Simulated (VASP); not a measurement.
# Cu (P6_3/mmc) in VASP: single point with PBE

Aim: the single point of Cu with PBE.

All numbers are computed with VASP 6.6.1; they aren't measurements. Logs are shortened: lines on timing, memory, paths and dates and some standing lists are left out, and cuts for length are marked.

## 1. The cell of the first run

Symmetry: P6_3/mmc, No. 194, hexagonal system. Conventional cell: a = 2.567 Å, b = 2.567 Å, c = 8.387 Å, α = 90.00°, β = 90.00°, γ = 120.00°. Cu (site symmetry -3m) has 12 Cu at 2.57 Å within 3.4 Å. Cu (site symmetry -6m2) has 12 Cu at 2.57 Å within 3.4 Å.

This isn't the form of Cu at room conditions, which is fcc.

## 2. Single point, PBE

File POSCAR:

```
Cu
1.0
    2.5670412900      0.0000000000      0.0000000000
   -1.2835206450      2.2231229697      0.0000000000
    0.0000000000      0.0000000000      8.3865575143
Cu
4
Direct
    0.0000000000      0.0000000000      0.0000000000
    0.3333333333      0.6666666667      0.2500000000
    0.0000000000      0.0000000000      0.5000000000
    0.6666666667      0.3333333333      0.7500000000
```

File INCAR.step1:

```
SYSTEM = Cu
PREC     = Accurate       ! precision mode
ENCUT    = 520            ! plane-wave cutoff, eV
EDIFF    = 1E-6           ! SCF threshold, eV
ISMEAR   = 0              ! smearing method
SIGMA    = 0.1            ! smearing width, eV
LREAL    = .False.        ! projectors in reciprocal space
LASPH    = .True.         ! aspherical terms in the spheres
NELM     = 100            ! most SCF steps
ALGO     = Fast           ! electronic algorithm
ISIF     = 2              ! what is computed and relaxed
LWAVE    = .False.        ! write WAVECAR
LCHARG   = .True.         ! write CHGCAR
LMAXMIX  = 4              ! l up to which the mixer works
GGA      = PE             ! functional
NBANDS   = 30             ! bands
```

File KPOINTS.step1:

```
regular mesh
0
Gamma
  18 18 6
  0 0 0
```

File INCAR.step2:

```
SYSTEM = Cu
PREC     = Accurate       ! precision mode
ENCUT    = 520            ! plane-wave cutoff, eV
EDIFF    = 1E-6           ! SCF threshold, eV
ISMEAR   = -5             ! smearing method
SIGMA    = 0.1            ! smearing width, eV
LREAL    = .False.        ! projectors in reciprocal space
LASPH    = .True.         ! aspherical terms in the spheres
NELM     = 100            ! most SCF steps
ALGO     = Fast           ! electronic algorithm
ISIF     = 2              ! what is computed and relaxed
LWAVE    = .False.        ! write WAVECAR
LCHARG   = .False.        ! write CHGCAR
LMAXMIX  = 4              ! l up to which the mixer works
GGA      = PE             ! functional
LORBIT   = 11             ! projections on sites
NEDOS    = 1001           ! points of the DOS
ICHARG   = 11             ! starting density
```

File KPOINTS.step2:

```
regular mesh
0
Gamma
  27 27 9
  0 0 0
```

Potentials or basis: VASP PAW PBE potentials, release 64 (Cu).

Run with:

```bash
$ cat potpaw_PBE.64/Cu/POTCAR > POTCAR
$ cp INCAR.step1 INCAR
$ cp KPOINTS.step1 KPOINTS
$ mpirun -np 1 vasp_std > vasp.out
$ cp INCAR.step2 INCAR
$ cp KPOINTS.step2 KPOINTS
$ mpirun -np 1 vasp_std > vasp.out
```

OUTCAR:

```text
SYSTEM = Cu
   PREC = Accurate
   ENCUT = 520
   EDIFF = 1E-6
   ISMEAR = -5
   LREAL = .False.
   LASPH = .True.
   NELM = 100
   ISIF = 2
   GGA = PE
   LORBIT = 11
   ICHARG = 11

 ion  position               nearest neighbor table
   1  0.000  0.000  0.000-   2 2.57   4 2.57   2 2.57   4 2.57   4 2.57   2 2.57
   2  0.333  0.667  0.250-   1 2.57   3 2.57   1 2.57   3 2.57   1 2.57   3 2.57
   3  0.000  0.000  0.500-   2 2.57   4 2.57   2 2.57   4 2.57   4 2.57   2 2.57
   4  0.667  0.333  0.750-   1 2.57   3 2.57   1 2.57   3 2.57   1 2.57   3 2.57

  LATTYP: Found a hexagonal cell.
 ALAT       =     2.5670412900
 C/A-ratio  =     3.2670130967

  Lattice vectors:

 A1 = (   2.5670412900,   0.0000000000,   0.0000000000)
 A2 = (  -1.2835206450,   2.2231229697,   0.0000000000)
 A3 = (   0.0000000000,   0.0000000000,   8.3865575143)

Analysis of symmetry for initial positions (statically):
=====================================================================
 Subroutine PRICEL returns:
 Original cell was already a primitive cell.

 Routine SETGRP: Setting up the symmetry group for a
 hexagonal supercell.

 Subroutine GETGRP returns: Found 24 space group operations
 (whereof 12 operations were pure point group operations)
 out of a pool of 24 trial point group operations.

The static configuration has the point symmetry D_3d.
 The point group associated with its full space group is D_6h.

Analysis of symmetry for dynamics (positions and initial velocities):
=====================================================================
 Subroutine PRICEL returns:
 Original cell was already a primitive cell.

 Routine SETGRP: Setting up the symmetry group for a
 hexagonal supercell.

 Subroutine GETGRP returns: Found 24 space group operations
 (whereof 12 operations were pure point group operations)
 out of a pool of 24 trial point group operations.

The dynamic configuration has the point symmetry D_3d.
 The point group associated with its full space group is D_6h.

 Subroutine INISYM returns: Found 24 space group operations
 (whereof 12 operations are pure point group operations),
 and found     1 'primitive' translations

----------------------------------------------------------------------------------------

                                     Primitive cell

  volume of cell :      47.8608

  direct lattice vectors                    reciprocal lattice vectors
     2.567041290  0.000000000  0.000000000     0.389553531  0.224908836  0.000000000
    -1.283520645  2.223122970  0.000000000     0.000000000  0.449817673  0.000000000
     0.000000000  0.000000000  8.386557514     0.000000000  0.000000000  0.119238436

  length of vectors
     2.567041290  2.567041290  8.386557514     0.449817673  0.449817673  0.119238436

  position of ions in fractional coordinates (direct lattice)
     0.000000000  0.000000000  0.000000000
     0.333333333  0.666666667  0.250000000
     0.000000000  0.000000000  0.500000000
     0.666666667  0.333333333  0.750000000

  ion indices of the primitive-cell ions
   primitive index   ion index
                 1           1
                 2           2
                 3           3
                 4           4

----------------------------------------------------------------------------------------

 KPOINTS: regular mesh

Automatic generation of k-mesh.
 Grid dimensions read from file:
 generate k-points for:   27   27    9

 Generating k-lattice:

  Cartesian coordinates                     Fractional coordinates (reciprocal lattice)
     0.014427909  0.008329957  0.000000000     0.037037037 -0.000000000  0.000000000
     0.000000000  0.016659914  0.000000000     0.000000000  0.037037037  0.000000000
     0.000000000  0.000000000  0.013248715     0.000000000  0.000000000  0.111111111

  Length of vectors
     0.016659914  0.016659914  0.013248715

  Shift w.r.t. Gamma in fractional coordinates (k-lattice)
     0.000000000  0.000000000  0.000000000

 TETIRR: Found   6288 inequivalent tetrahedra from    39366

 Subroutine IBZKPT returns following result:
 ===========================================

 Found    375 irreducible k-points:

 Following reciprocal coordinates:
            Coordinates               Weight
  0.000000  0.000000  0.000000      1.000000
  0.037037 -0.000000  0.000000      6.000000
  0.074074 -0.000000  0.000000      6.000000
  0.111111 -0.000000  0.000000      6.000000
  0.148148  0.000000  0.000000      6.000000
  0.185185  0.000000  0.000000      6.000000
[... 16 lines left out ...]
  0.333333  0.037037  0.000000     12.000000
  0.370370  0.037037  0.000000     12.000000
 [... further k-points ...]
   k-points           NKPTS =    375   k-points in BZ     NKDIM =    375   number of bands    NBANDS=     26
   number of dos      NEDOS =   1001   number of ions     NIONS =      4
   total plane-waves  NPLWV =  25600
   dimension x,y,z NGX =    20 NGY =   20 NGZ =   64
   dimension x,y,z NGXF=    40 NGYF=   40 NGZF=  128
   ions per type =               4
   NGX,Y,Z   is equivalent  to a cutoff of  12.95, 12.95, 12.69 a.u.
   NGXF,Y,Z  is equivalent  to a cutoff of  25.90, 25.90, 25.37 a.u.
 SYSTEM =  Cu
   PREC   = accura    normal or accurate (medium, high low for compatibility)
   ISTART =      0    job   : 0-new  1-cont  2-samecut
   ICHARG =     11    charge: 1-file 2-atom 10-const
   ISPIN  =      1    spin polarized calculation?
   LNONCOLLINEAR =      F non collinear calculations
   LSORBIT =      F    spin-orbit coupling
   LASPH  =      T    aspherical Exc in radial PAW
   ENCUT  =  520.0 eV  38.22 Ry    6.18 a.u.   4.77  4.77 15.59*2*pi/ulx,y,z
   NELM   =    100;   NELMIN=  2; NELMDL=  0     # of ELM steps
   EDIFF  = 0.1E-05   stopping-criterion for ELM
   LREAL  =      F    real-space projection
   EDIFFG = 0.1E-04   stopping-criterion for IOM
   NSW    =      0    number of steps for IOM
   IBRION =     -1    ionic relax: 0-MD 1-quasi-New 2-CG
   NFREE  =      0    steps in history (QN), initial steepest desc. (CG)
   ISIF   =      2    stress and relaxation
   ISYM   =      2    0-nonsym 1-usesym 2-fastsym
   POTIM  = 0.5000    time-step for ionic-motion
   TEBEG  =    0.0;   TEEND  =   0.0 temperature during run
   PSTRESS=    0.0 pullay stress
   NELECT =      44.0000    total number of electrons
   NUPDOWN=      -1.0000    fix difference up-down
   EMIN   =  10.00;   EMAX   =-10.00  energy-range for DOS
   EFERMI =   0.00;   METHOD = LEGACY
   ISMEAR =    -5;   SIGMA  =   0.10  broadening in eV -4-tet -1-fermi 0-gaus
   EFERMI_NEDOS =   21; number of points for ismear=-14 and -15
   IALGO  =     68    algorithm
   IMIX   =      4    mixing-type and parameters
     AMIX     =   0.40;   BMIX     =  1.00
     AMIX_MAG =   1.60;   BMIX_MAG =  1.00
  volume/ion in A,a.u.               =      11.97        80.75
  Fermi-wavevector in a.u.,A,eV,Ry     =   1.591839  3.008139 34.476485  2.533950
  Thomas-Fermi vector in A             =   2.690317
   LORBIT       =     11    0 simple, 1 ext, 2 COOP (PROOUT), +10 PAW based schemes
   GGA     = PE    functional components
   LHFCALC =     F    Hartree Fock is set to
   AEXX    =    0.0000 exact exchange contribution
   IVDW    =     0    specifies the selected vdW correction
   LEPSILON=     F    determine dielectric tensor
   LRPA    =     F    only Hartree local field effects (RPA)
 non-spin polarized calculation
 RMM-DIIS sequential band-by-band and
 Fermi weights with tetrahedron method with Bloechl corrections
  energy-cutoff  :      520.00
  volume of cell :       47.86
 maximum number of plane-waves:      1310
 NGX is ok and might be reduce to    20

 number of electron      44.0000026 magnetization

 Free energy of the ion-electron system (eV)
  ---------------------------------------------------
  ext. energy  EPLUGINS =         0.00000000
  ---------------------------------------------------
  free energy    TOTEN  =       -14.89425280 eV

  energy without entropy =      -14.89425280  energy(sigma->0) =      -14.89425280

 E-fermi :   7.4358     XC(G=0): -12.6499

 val. band max:        7.4748645893   @ k =   0.4815   0.0370   0.4444
 cond. band min:       7.3386944146   @ k =   0.3704   0.0741   0.0000
 fundamental gap:     -0.1361701748
 Fermi energy:         7.4358172943

 k-point     1 :       0.0000    0.0000    0.0000
  band No.  band energies     occupation
      1      -1.8273      2.00000
      2       0.2721      2.00000
      3       0.2804      2.00000
      4       2.4207      2.00000
      5       4.1974      2.00000
      6       4.2002      2.00000
[... 18 lines left out ...]
     25      11.1124      0.00000
     26      19.7554      0.00000

 k-point     2 :       0.0370   -0.0000    0.0000
  band No.  band energies     occupation
      1      -1.7832      2.00000
      2       0.3117      2.00000
      3       0.3200      2.00000
      4       2.4470      2.00000
      5       4.1741      2.00000
      6       4.1894      2.00000
[... 18 lines left out ...]
     25      11.1240      0.00000
     26      19.7900      0.00000

 k-point     3 :       0.0741   -0.0000    0.0000
  band No.  band energies     occupation
      1      -1.6514      2.00000
      2       0.4295      2.00000
      3       0.4377      2.00000
      4       2.5239      2.00000
      5       4.1145      2.00000
      6       4.1592      2.00000
[... 572 lines left out ...]
 k-point    23 :       0.3333    0.0370    0.0000
  band No.  band energies     occupation
      1       1.5947      2.00000
      2       2.4763      2.00000
      3       2.5070      2.00000
      4       3.1972      2.00000
      5       3.5158      2.00000
      6       3.6428      2.00000
[... 18 lines left out ...]
     25      12.3029      0.00000
     26      14.0717      0.00000

 k-point    24 :       0.3704    0.0370    0.0000
  band No.  band energies     occupation
      1       2.0491      2.00000
      2       2.5576      2.00000
      3       2.6359      2.00000
      4       3.1470      2.00000
      5       3.4680      2.00000
      6       3.5740      2.00000
[... 18 lines left out ...]
     25      12.9290      0.00000
     26      13.6176      0.00000

 [... further k-points ...]
[... 5 lines left out ...]
  --------------------------------------------------------------------------------------
  -------------------------------------------------------------------------------------
  Total       -0.2125255     -0.2125255     -0.1453827      0.0000000     -0.0000000      0.0000000
  in kB       -7.1144534     -7.1144534     -4.8667963      0.0000000     -0.0000000      0.0000000
  external PRESSURE =      -6.3652343 kB  Pullay stress =       0.0000000 kB

 VOLUME and BASIS-vectors are now :
 -----------------------------------------------------------------------------
  energy-cutoff  :      520.00
  volume of cell :       47.86
      direct lattice vectors                 reciprocal lattice vectors
     2.567041290  0.000000000  0.000000000     0.389553531  0.224908836  0.000000000
    -1.283520645  2.223122970  0.000000000     0.000000000  0.449817673  0.000000000
     0.000000000  0.000000000  8.386557514     0.000000000  0.000000000  0.119238436

 POSITION                                       TOTAL-FORCE (eV/Angst)
 -----------------------------------------------------------------------------------
      0.00000      0.00000      0.00000        -0.000000      0.000000     -0.000000
     -0.00000      1.48208      2.09664         0.000000     -0.000000      0.000000
      0.00000      0.00000      4.19328        -0.000000      0.000000     -0.000000
      1.28352      0.74104      6.28992        -0.000000      0.000000     -0.000000
 -----------------------------------------------------------------------------------
    total drift:                                0.000000     -0.000000     -0.000000

  FREE ENERGIE OF THE ION-ELECTRON SYSTEM (eV)
  ---------------------------------------------------
  free  energy   TOTEN  =       -14.8942527995 eV

  energy  without entropy=      -14.8942527995  energy(sigma->0) =      -14.89425280

 total charge

# of ion       s       p       d       tot
------------------------------------------
    1        0.444   0.372   9.172   9.988
    2        0.443   0.374   9.172   9.988
    3        0.444   0.372   9.172   9.988
    4        0.443   0.374   9.172   9.988
--------------------------------------------------
tot          1.773   1.491  36.688  39.952
```

Run time: 14 min. Hardware: 1 thread of Intel Xeon 8259CL, shared host; peak memory 0.44 GiB.

What came out:

```
Valence electrons inside the program's atomic spheres : Cu 9.99
```

Levels at points of the mesh, in eV from the Fermi level:
| k point | band 19 | band 20 | band 21 | band 22 | band 23 | band 24 | band 25 | band 26 |
| --- | --- | --- | --- | --- | --- | --- | --- | --- |
| (0.00, 0.00, 0.00) | -2.10 | -1.95 | -1.95 | -1.67 | -1.67 | -0.98 | 3.68 | 12.32 |
